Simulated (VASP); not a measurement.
# CaBiCl3 (Pm-3m) in VASP: a series of runs

CaBiCl3 is run at these levels: PBE; tasks: relaxation of cell and atoms, single point.

Program: VASP 6.6.1. These are calculated values, not measurements. Logs are shortened: lines on timing, memory, paths and dates and some standing lists are left out, and cuts for length are marked.

## (1) The cell of the first run

The structure is cubic, space group Pm-3m (No. 221). The conventional cell has a = 5.060 Å, b = 5.060 Å, c = 5.060 Å, α = 90.00°, β = 90.00°, γ = 90.00°. Ca (site symmetry m-3m) has 12 Cl at 3.58 Å and 8 Bi at 4.38 Å within 4.7 Å. Bi (site symmetry m-3m) has 6 Cl at 2.53 Å within 3.3 Å. Cl (site symmetry 4/mmm) has 2 Bi at 2.53 Å within 3.3 Å.

## (2) Relaxation of cell and atoms, PBE

The input, INCAR:

```
ALGO     = Normal         # electronic algorithm
EDIFF    = 1E-6           # SCF threshold, eV
EDIFFG   = -0.04          # ionic threshold
ENCUT    = 600            # plane-wave cutoff, eV
GGA      = PE             # functional
IBRION   = 2              # ionic algorithm
ISIF     = 3              # what is computed and relaxed
ISMEAR   = 0              # smearing method
LASPH    = T              # aspherical terms in the spheres
LCHARG   = F              # write CHGCAR
LREAL    = F              # projectors in reciprocal space
LWAVE    = F              # write WAVECAR
NELM     = 80             # most SCF steps
NSW      = 90             # ionic steps
PREC     = Accurate       # precision mode
SIGMA    = 0.1            # smearing width, eV
```

The input, KPOINTS:

```
k-points
0
Gamma
  4 4 4
```

The input, POSCAR:

```
CaBiCl3
1.0
    5.0599693283      0.0000000000      0.0000000000
    0.0000000000      5.0599693283      0.0000000000
    0.0000000000      0.0000000000      5.0599693283
Ca Bi Cl
1 1 3
Direct
    0.0000000000      0.0000000000      0.0000000000
    0.5000000000      0.5000000000      0.5000000000
    0.0000000000      0.5000000000      0.5000000000
    0.5000000000      0.0000000000      0.5000000000
    0.5000000000      0.5000000000      0.0000000000
```

Potentials or basis: VASP PAW PBE potentials, release 64 (Ca_sv, Bi_d, Cl).

Command:

```
> cat potpaw_PBE.64/Ca_sv/POTCAR potpaw_PBE.64/Bi_d/POTCAR potpaw_PBE.64/Cl/POTCAR > POTCAR
> mpirun -np 1 vasp_std > vasp.out
```

OUTCAR:

```text
EDIFF = 1E-6
   EDIFFG = -0.04
   ENCUT = 600
   GGA = PE
   IBRION = 2
   ISIF = 3
   ISMEAR = 0
   LASPH = T
   LREAL = F
   NELM = 80
   NSW = 90
   PREC = Accurate

 ion  position               nearest neighbor table
   1  0.000  0.000  0.000-
   2  0.500  0.500  0.500-   3 2.53   4 2.53   5 2.53   5 2.53   4 2.53   3 2.53
   3  0.000  0.500  0.500-   2 2.53   2 2.53
   4  0.500  0.000  0.500-   2 2.53   2 2.53
   5  0.500  0.500  0.000-   2 2.53   2 2.53

  LATTYP: Found a simple cubic cell.
 ALAT       =     5.0599693283

  Lattice vectors:

 A1 = (   5.0599693283,   0.0000000000,   0.0000000000)
 A2 = (   0.0000000000,   5.0599693283,   0.0000000000)
 A3 = (   0.0000000000,   0.0000000000,   5.0599693283)

Analysis of symmetry for initial positions (statically):
=====================================================================
 Subroutine PRICEL returns:
 Original cell was already a primitive cell.

 Routine SETGRP: Setting up the symmetry group for a
 simple cubic supercell.

 Subroutine GETGRP returns: Found 48 space group operations
 (whereof 48 operations were pure point group operations)
 out of a pool of 48 trial point group operations.

The static configuration has the point symmetry O_h .

Analysis of symmetry for dynamics (positions and initial velocities):
=====================================================================
 Subroutine PRICEL returns:
 Original cell was already a primitive cell.

 Routine SETGRP: Setting up the symmetry group for a
 simple cubic supercell.

 Subroutine GETGRP returns: Found 48 space group operations
 (whereof 48 operations were pure point group operations)
 out of a pool of 48 trial point group operations.

The dynamic configuration has the point symmetry O_h .

 Subroutine INISYM returns: Found 48 space group operations
 (whereof 48 operations are pure point group operations),
 and found     1 'primitive' translations

----------------------------------------------------------------------------------------

                                     Primitive cell

  volume of cell :     129.5519

  direct lattice vectors                    reciprocal lattice vectors
     5.059969328  0.000000000  0.000000000     0.197629656  0.000000000  0.000000000
     0.000000000  5.059969328  0.000000000     0.000000000  0.197629656  0.000000000
     0.000000000  0.000000000  5.059969328     0.000000000  0.000000000  0.197629656

  length of vectors
     5.059969328  5.059969328  5.059969328     0.197629656  0.197629656  0.197629656

  position of ions in fractional coordinates (direct lattice)
     0.000000000  0.000000000  0.000000000
     0.500000000  0.500000000  0.500000000
     0.000000000  0.500000000  0.500000000
     0.500000000  0.000000000  0.500000000
     0.500000000  0.500000000  0.000000000

  ion indices of the primitive-cell ions
   primitive index   ion index
                 1           1
                 2           2
                 3           3
                 4           4
                 5           5

----------------------------------------------------------------------------------------

 KPOINTS: k-points

Automatic generation of k-mesh.
 Grid dimensions read from file:
 generate k-points for:    4    4    4

 Generating k-lattice:

  Cartesian coordinates                     Fractional coordinates (reciprocal lattice)
     0.049407414  0.000000000  0.000000000     0.250000000  0.000000000  0.000000000
     0.000000000  0.049407414  0.000000000     0.000000000  0.250000000  0.000000000
     0.000000000  0.000000000  0.049407414     0.000000000  0.000000000  0.250000000

  Length of vectors
     0.049407414  0.049407414  0.049407414

  Shift w.r.t. Gamma in fractional coordinates (k-lattice)
     0.000000000  0.000000000  0.000000000

 Subroutine IBZKPT returns following result:
 ===========================================

 Found     10 irreducible k-points:

 Following reciprocal coordinates:
            Coordinates               Weight
  0.000000  0.000000  0.000000      1.000000
  0.250000  0.000000  0.000000      6.000000
  0.500000  0.000000  0.000000      3.000000
  0.250000  0.250000  0.000000     12.000000
  0.500000  0.250000  0.000000     12.000000
  0.500000  0.500000  0.000000      3.000000
  0.250000  0.250000  0.250000      8.000000
  0.500000  0.250000  0.250000     12.000000
  0.500000  0.500000  0.250000      6.000000
  0.500000  0.500000  0.500000      1.000000
   k-points           NKPTS =     10   k-points in BZ     NKDIM =     10   number of bands    NBANDS=     27
   number of dos      NEDOS =    301   number of ions     NIONS =      5
   total plane-waves  NPLWV =  64000
   dimension x,y,z NGX =    40 NGY =   40 NGZ =   40
   dimension x,y,z NGXF=    80 NGYF=   80 NGZF=   80
   ions per type =               1   1   3
   NGX,Y,Z   is equivalent  to a cutoff of  13.14, 13.14, 13.14 a.u.
   NGXF,Y,Z  is equivalent  to a cutoff of  26.28, 26.28, 26.28 a.u.
 SYSTEM =  unknown system
   PREC   = accura    normal or accurate (medium, high low for compatibility)
   ISTART =      0    job   : 0-new  1-cont  2-samecut
   ICHARG =      2    charge: 1-file 2-atom 10-const
   ISPIN  =      1    spin polarized calculation?
   LNONCOLLINEAR =      F non collinear calculations
   LSORBIT =      F    spin-orbit coupling
   LASPH  =      T    aspherical Exc in radial PAW
   ENCUT  =  600.0 eV  44.10 Ry    6.64 a.u.  10.11 10.11 10.11*2*pi/ulx,y,z
   NELM   =     80;   NELMIN=  2; NELMDL= -5     # of ELM steps
   EDIFF  = 0.1E-05   stopping-criterion for ELM
   LREAL  =      F    real-space projection
   EDIFFG = -.4E-01   stopping-criterion for IOM
   NSW    =     90    number of steps for IOM
   IBRION =      2    ionic relax: 0-MD 1-quasi-New 2-CG
   NFREE  =      1    steps in history (QN), initial steepest desc. (CG)
   ISIF   =      3    stress and relaxation
   ISYM   =      2    0-nonsym 1-usesym 2-fastsym
   POTIM  = 0.5000    time-step for ionic-motion
   TEBEG  =    0.0;   TEEND  =   0.0 temperature during run
   PSTRESS=    0.0 pullay stress
   NELECT =      46.0000    total number of electrons
   NUPDOWN=      -1.0000    fix difference up-down
   EMIN   =  10.00;   EMAX   =-10.00  energy-range for DOS
   EFERMI =   0.00;   METHOD = LEGACY
   ISMEAR =     0;   SIGMA  =   0.10  broadening in eV -4-tet -1-fermi 0-gaus
   EFERMI_NEDOS =   21; number of points for ismear=-14 and -15
   IALGO  =     38    algorithm
   IMIX   =      4    mixing-type and parameters
     AMIX     =   0.40;   BMIX     =  1.00
     AMIX_MAG =   1.60;   BMIX_MAG =  1.00
  volume/ion in A,a.u.               =      25.91       174.85
  Fermi-wavevector in a.u.,A,eV,Ry     =   1.159257  2.190677 18.284539  1.343876
  Thomas-Fermi vector in A             =   2.295851
   LORBIT       =      0    0 simple, 1 ext, 2 COOP (PROOUT), +10 PAW based schemes
   GGA     = PE    functional components
   LHFCALC =     F    Hartree Fock is set to
   AEXX    =    0.0000 exact exchange contribution
   IVDW    =     0    specifies the selected vdW correction
   LEPSILON=     F    determine dielectric tensor
   LRPA    =     F    only Hartree local field effects (RPA)
 conjugate gradient relaxation of ions
 non-spin polarized calculation
 Gauss-broadening in eV      SIGMA  =   0.10
  energy-cutoff  :      600.00
  volume of cell :      129.55
 maximum number of plane-waves:      4385
   NGX = 21   NGY = 21   NGZ = 21

--------------------------------------- Ionic step        1  -------------------------------------------

 number of electron      46.0000015 magnetization

 Free energy of the ion-electron system (eV)
  ---------------------------------------------------
  ext. energy  EPLUGINS =         0.00000000
  ---------------------------------------------------
  free energy    TOTEN  =       -12.79648624 eV

  energy without entropy =      -12.78070293  energy(sigma->0) =      -12.78859458

------------------------ aborting loop because EDIFF is reached ----------------------------------------

  FORCE on cell =-STRESS in cart. coord.  units (eV):
  Direction    XX          YY          ZZ          XY          YZ          ZX
  --------------------------------------------------------------------------------------
  -------------------------------------------------------------------------------------
  Total       14.3184482     14.3184482     14.3184482     -0.0000000     -0.0000000      0.0000000
  in kB      177.0772967    177.0772967    177.0772967     -0.0000000     -0.0000000      0.0000000
  external PRESSURE =     177.0772967 kB  Pullay stress =       0.0000000 kB

 VOLUME and BASIS-vectors are now :
 -----------------------------------------------------------------------------
  energy-cutoff  :      600.00
  volume of cell :      129.55
      direct lattice vectors                 reciprocal lattice vectors
     5.059969328  0.000000000  0.000000000     0.197629656  0.000000000  0.000000000
     0.000000000  5.059969328  0.000000000     0.000000000  0.197629656  0.000000000
     0.000000000  0.000000000  5.059969328     0.000000000  0.000000000  0.197629656
[... 79 lines left out ...]
 POSITION                                       TOTAL-FORCE (eV/Angst)
 -----------------------------------------------------------------------------------
      0.00000      0.00000      0.00000         0.000000      0.000000      0.000000
      2.81202      2.81202      2.81202        -0.000000      0.000000      0.000000
     -0.00000      2.81202      2.81202         0.000000     -0.000000      0.000000
      2.81202     -0.00000      2.81202         0.000000     -0.000000      0.000000
      2.81202      2.81202      0.00000         0.000000     -0.000000      0.000000
 -----------------------------------------------------------------------------------
    total drift:                                0.000000      0.000000     -0.000000

  FREE ENERGIE OF THE ION-ELECTRON SYSTEM (eV)
  ---------------------------------------------------
  free  energy   TOTEN  =       -14.8498646155 eV

  energy  without entropy=      -14.8303648439  energy(sigma->0) =      -14.84011473

--------------------------------------- Ionic step        4  -------------------------------------------

 number of electron      45.9999991 magnetization

 Free energy of the ion-electron system (eV)
  ---------------------------------------------------
  ext. energy  EPLUGINS =         0.00000000
  ---------------------------------------------------
  free energy    TOTEN  =       -14.85085205 eV

  energy without entropy =      -14.83121411  energy(sigma->0) =      -14.84103308

 E-fermi :   3.4053     XC(G=0):  -7.6667

 val. band max:        3.4004264776   @ k =   0.2500   0.2500   0.2500
 cond. band min:       3.5413578177   @ k =   0.5000   0.0000   0.0000
 fundamental gap:      0.1409313400
 Fermi energy:         3.4052873078

 k-point     1 :       0.0000    0.0000    0.0000
  band No.  band energies     occupation
      1     -41.4978      2.00000
      2     -22.4052      2.00000
      3     -22.4052      2.00000
      4     -22.4052      2.00000
      5     -20.3652      2.00000
      6     -20.3652      2.00000
[... 19 lines left out ...]
     26       3.9576      0.00000
     27       3.9576      0.00000
[... 290 lines left out ...]
 POSITION                                       TOTAL-FORCE (eV/Angst)
 -----------------------------------------------------------------------------------
      0.00000      0.00000      0.00000         0.000000     -0.000000      0.000000
      2.82037      2.82037      2.82037        -0.000000      0.000000      0.000000
     -0.00000      2.82037      2.82037         0.000000     -0.000000      0.000000
      2.82037     -0.00000      2.82037         0.000000     -0.000000      0.000000
      2.82037      2.82037      0.00000         0.000000     -0.000000      0.000000
 -----------------------------------------------------------------------------------
    total drift:                               -0.000000      0.000000     -0.000000

  FREE ENERGIE OF THE ION-ELECTRON SYSTEM (eV)
  ---------------------------------------------------
  free  energy   TOTEN  =       -14.8508520509 eV

  energy  without entropy=      -14.8312141084  energy(sigma->0) =      -14.84103308

 reached required accuracy - stopping structural energy minimisation
```

Wall time 86 s (1 thread of Intel Xeon 6975P-C (Granite Rapids), shared host); peak memory 0.27 GiB.

Results:

| Item | Value |
| --- | --- |
| Free energy | -14.8509 eV |
| Relaxed volume | 35.90 Å³/atom |
| Relaxed cell | a = 5.641 Å, b = 5.641 Å, c = 5.641 Å, α = 90.00°, β = 90.00°, γ = 90.00° |
| Space group after relaxing (to 0.1 Å) | Pm-3m (No. 221) |
| Energy gained by relaxing | 410.9 meV/atom |
| Ionic steps | 4 |
| Pressure after relaxing | 0.0 GPa |
| Band gap on the k mesh | zero (bands 23 and 24 overlap by 0.91 eV) |

Step by step:
```
step  energy change (eV)  largest force (eV/Å)  pressure (GPa)  volume (Å³)
   1              0.0000                0.0000           17.71       129.55
   2             -1.9989                0.0000           -1.43       191.00
   3             -2.0534                0.0000            0.22       177.89
   4             -2.0544                0.0000           -0.02       179.48
```

Final structure:
```
Ca Bi Cl
1.0
     5.64075    0.00000    0.00000
     0.00000    5.64075    0.00000
     0.00000    0.00000    5.64075
Ca Bi Cl
1 1 3
Direct
  0.00000 0.00000 0.00000
  0.50000 0.50000 0.50000
  0.00000 0.50000 0.50000
  0.50000 0.00000 0.50000
  0.50000 0.50000 0.00000
```

Levels at points of the mesh, in eV from the Fermi level:
```tsv
k point	band 20	band 21	band 22	band 23	band 24	band 25	band 26	band 27
(0.00, 0.00, 0.00)	-4.33	-4.33	-4.33	-1.01	0.29	0.29	0.55	0.55
(0.50, 0.00, 0.00)	-4.35	-4.35	-3.93	0.14	0.22	0.57	0.60	0.79
(0.50, 0.50, 0.00)	-4.54	-3.93	-3.31	-0.23	-0.23	0.56	0.61	0.69
(0.50, 0.50, 0.50)	-3.92	-3.92	-2.70	-0.77	-0.77	-0.77	-0.03	0.66
```

Caveat: the volume moved by over 15 % at a fixed basis, so the end points are rough; spin-orbit coupling is left out, which moves the levels of the heavy elements.

## (3) Single point, PBE

This run uses another cell than the first one, of 36.13 Å³/atom.

The input, INCAR:

```
SYSTEM = CaBiCl3
  PREC = Accurate
  ENCUT = 520
  EDIFF = 1E-6
  ISMEAR = 0
  SIGMA = 0.1
  LREAL = .FALSE.
  LASPH = .TRUE.
  NELM = 60
  ALGO = Normal
  ISIF = 2
  LWAVE = .FALSE.
  LCHARG = .FALSE.
  GGA = PE
  NBANDS = 31
```

The input, KPOINTS:

```
Automatic mesh
0
G
  8 8 8
  0 0 0
```

POSCAR, as its differences from that of step 2:

```diff
@@ -2,5 +2,5 @@
 1.0
-    5.0599693283      0.0000000000      0.0000000000
-    0.0000000000      5.0599693283      0.0000000000
-    0.0000000000      0.0000000000      5.0599693283
+    5.6529988267      0.0000000000      0.0000000000
+    0.0000000000      5.6529988267      0.0000000000
+    0.0000000000      0.0000000000      5.6529988267
 Ca Bi Cl
```

Potentials or basis: VASP PAW PBE potentials, release 64 (Ca_sv, Bi_d, Cl).

Command:

```
> cat potpaw_PBE.64/Ca_sv/POTCAR potpaw_PBE.64/Bi_d/POTCAR potpaw_PBE.64/Cl/POTCAR > POTCAR
> mpirun -np 1 vasp_std > vasp.out
```

It took 1.8 min on 1 thread of Intel Xeon 6975P-C (Granite Rapids), shared host; peak memory 0.38 GiB.

Results (log left out):

| Item | Value |
| --- | --- |
| Free energy | -14.6808 eV |
| Pressure | 0.0 GPa |
| Band gap on the k mesh | zero (bands 23 and 24 overlap by 1.06 eV) |

Levels at points of the mesh, in eV from the Fermi level:
```csv
k point,band 20,band 21,band 22,band 23,band 24,band 25,band 26,band 27
"(0.00, 0.00, 0.00)",-4.41,-4.41,-4.41,-1.07,0.28,0.28,0.55,0.55
"(0.50, 0.00, 0.00)",-4.43,-4.43,-4.05,0.03,0.11,0.57,0.59,0.79
"(0.50, 0.50, 0.00)",-4.62,-4.01,-3.44,-0.39,-0.39,0.55,0.56,0.66
"(0.50, 0.50, 0.50)",-4.00,-4.00,-2.84,-0.91,-0.91,-0.91,-0.09,0.64
```

Caveat: spin-orbit coupling is left out, which moves the levels of the heavy elements.

## (4) Relaxation of cell and atoms, PBE

This run uses another cell than the first one, of 35.73 Å³/atom.

The input, INCAR:

```
PREC = Accurate ; ENCUT = 600
EDIFF = 1E-6 ; ISMEAR = 0
SIGMA = 0.1 ; LREAL = F
LASPH = T ; NELM = 80
ALGO = Normal ; ISIF = 3
LWAVE = F ; LCHARG = F
GGA = PE ; IBRION = 2
NSW = 100 ; EDIFFG = -0.01
```

The input, KPOINTS:

```
regular mesh
0
Gamma
  8 8 8
```

POSCAR, as its differences from that of step 3:

```diff
@@ -2,5 +2,5 @@
 1.0
-    5.6529988267      0.0000000000      0.0000000000
-    0.0000000000      5.6529988267      0.0000000000
-    0.0000000000      0.0000000000      5.6529988267
+    5.6320657957      0.0000000000      0.0000000000
+    0.0000000000      5.6320657957      0.0000000000
+    0.0000000000      0.0000000000      5.6320657957
 Ca Bi Cl
```

Command:

```
> cat potpaw_PBE.64/Ca_sv/POTCAR potpaw_PBE.64/Bi_d/POTCAR potpaw_PBE.64/Cl/POTCAR > POTCAR
> mpirun -np 1 vasp_std > vasp.out
```

It took 4.5 min on 1 thread of Intel Xeon 6975P-C (Granite Rapids), shared host; peak memory 0.47 GiB.

It converged, with:

- Free energy: -14.6816 eV
- Relaxed volume: 36.13 Å³/atom
- Relaxed cell: a = 5.653 Å, b = 5.653 Å, c = 5.653 Å, α = 90.00°, β = 90.00°, γ = 90.00°
- Space group after relaxing (to 0.1 Å): Pm-3m (No. 221)
- Energy gained by relaxing: 0.4 meV/atom
- Ionic steps: 3
- Pressure after relaxing: 0.0 GPa
- Band gap on the k mesh: zero (bands 23 and 24 overlap by 1.06 eV)

Step by step:
```tsv
step	energy change (eV)	largest force (eV/Å)	pressure (GPa)	volume (Å³)
1	0.0000	0.0000	0.29	178.65
2	-0.0018	0.0000	0.05	180.35
3	-0.0019	0.0000	0.01	180.66
```

Final structure:
```xyz
5
Lattice="5.6531 0.0000 0.0000 0.0000 5.6531 0.0000 0.0000 0.0000 5.6531" Properties=species:S:1:pos:R:3 pbc="T T T"
Ca    0.0000    0.0000    0.0000
Bi    2.8265    2.8265    2.8265
Cl    0.0000    2.8265    2.8265
Cl    2.8265    0.0000    2.8265
Cl    2.8265    2.8265    0.0000
```

Levels at points of the mesh, in eV from the Fermi level:
```tsv
k point	band 19	band 20	band 21	band 22	band 23	band 24	band 25	band 26	band 27
(0.00, 0.00, 0.00)	-4.42	-4.41	-4.41	-4.41	-1.07	0.28	0.28	0.55	0.55
(0.50, 0.00, 0.00)	-4.53	-4.43	-4.43	-4.05	0.03	0.11	0.57	0.59	0.79
(0.50, 0.50, 0.00)	-4.62	-4.62	-4.01	-3.44	-0.39	-0.39	0.55	0.56	0.66
(0.50, 0.50, 0.50)	-4.00	-4.00	-4.00	-2.84	-0.91	-0.91	-0.91	-0.09	0.64
```

Caveat: spin-orbit coupling is left out, which moves the levels of the heavy elements.

## (5) Overview

```csv
task,cell,k mesh,cutoff (eV),gap on the mesh (eV),pressure (GPa),relaxed volume (Å³/atom)
relaxation of cell and atoms,"relaxed from a = 5.060 Å, 5 atoms",4 × 4 × 4,600,none,0.0,35.90
single point,"a = 5.653 Å, 5 atoms",8 × 8 × 8,520,none,0.0,-
relaxation of cell and atoms,"relaxed from a = 5.632 Å, 5 atoms",8 × 8 × 8,600,none,0.0,36.13
```

Alike in all rows: level PBE; potentials or basis VASP PAW PBE potentials, release 64 (Ca_sv, Bi_d, Cl); no spin polarisation; smearing gaussian 0.1 eV.

Caveats: spin-orbit coupling is left out, which moves the levels of the heavy elements; the volume moved by over 15 % at a fixed basis, so the end points are rough (at least some runs).

Total energies depend on the potentials used, so only differences within one code and one set of settings carry meaning.

The gap in the log of VASP goes by the Fermi energy; the results here count the filled bands.